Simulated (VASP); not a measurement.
Input of a VASP 6.6.1 run:

File INCAR:

```
PREC = Accurate
ENCUT = 520
EDIFF = 1E-6
ISMEAR = 0
SIGMA = 0.1
LREAL = F
LASPH = T
NELM = 60
ALGO = Normal
ISIF = 2
LWAVE = F
LCHARG = F
GGA = PE
NBANDS = 10
```

KPOINTS

```
Automatic mesh
0
Gamma
  10 10 10
```

Contents of POSCAR:

```
Rb
1.0
   -2.8906136633      2.8906136633      2.8906136633
    2.8906136633     -2.8906136633      2.8906136633
    2.8906136633      2.8906136633     -2.8906136633
Rb
1
Direct
    0.0000000000      0.0000000000      0.0000000000
```

Potentials or basis: VASP PAW PBE potentials, release 64 (Rb_sv).

The run is started by

```console
$ cat potpaw_PBE.64/Rb_sv/POTCAR > POTCAR
$ mpirun -np 1 vasp_std > vasp.out
```

(1) Estimate the pressure.

Answers

(1) -0.1 GPa.
